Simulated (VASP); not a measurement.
A run of VASP 6.6.1 is set up as follows.

The input INCAR:

```
PREC = Accurate ; ENCUT = 520
EDIFF = 1E-7 ; ISMEAR = 0
SIGMA = 0.1 ; LREAL = F
LASPH = T ; NELM = 100
ALGO = Normal ; ISIF = 2
LWAVE = F ; LCHARG = F
GGA = PE ; NBANDS = 34
```

File KPOINTS:

```
Automatic mesh
0
Gamma
  12 12 12
```

Contents of POSCAR:

```
B2P
1.0
   -2.3556548024      2.3556548024      5.6273395295
    2.3556548024     -2.3556548024      5.6273395295
    2.3556548024      2.3556548024     -5.6273395295
B P
8 4
Direct
    0.8154553097      0.8154553097      0.6309106194
    0.1845446903      0.1845446903      0.3690893806
    0.5654553097      0.4345446903      0.5000000000
    0.9345446903      0.0654553097      0.5000000000
    0.9345446903      0.4345446903      0.8690893806
    0.5654553097      0.0654553097      0.1309106194
    0.1845446903      0.8154553097      0.0000000000
    0.8154553097      0.1845446903      0.0000000000
    0.3750000000      0.6250000000      0.7500000000
    0.8750000000      0.6250000000      0.2500000000
    0.3750000000      0.1250000000      0.7500000000
    0.3750000000      0.6250000000      0.2500000000
```

Potentials or basis: VASP PAW PBE potentials, release 64 (B, P).

Run with:

```sh
$ cat potpaw_PBE.64/B/POTCAR potpaw_PBE.64/P/POTCAR > POTCAR
$ mpirun -np 1 vasp_std > vasp.out
```

Question: What does it give for the pressure?

Answer: -0.2 GPa.

Question: Predict the largest force.

Answer: 0.014 eV/Å.

Forces on the atoms (eV/Å):
```
B   -0.010 -0.010  0.000
B    0.010  0.010  0.000
B    0.010 -0.010  0.000
B   -0.010  0.010  0.000
B    0.010  0.010  0.000
B   -0.010 -0.010  0.000
B   -0.010  0.010  0.000
B    0.010 -0.010  0.000
P    0.000  0.000  0.000
P    0.000  0.000  0.000
P    0.000  0.000  0.000
P    0.000  0.000  0.000
```
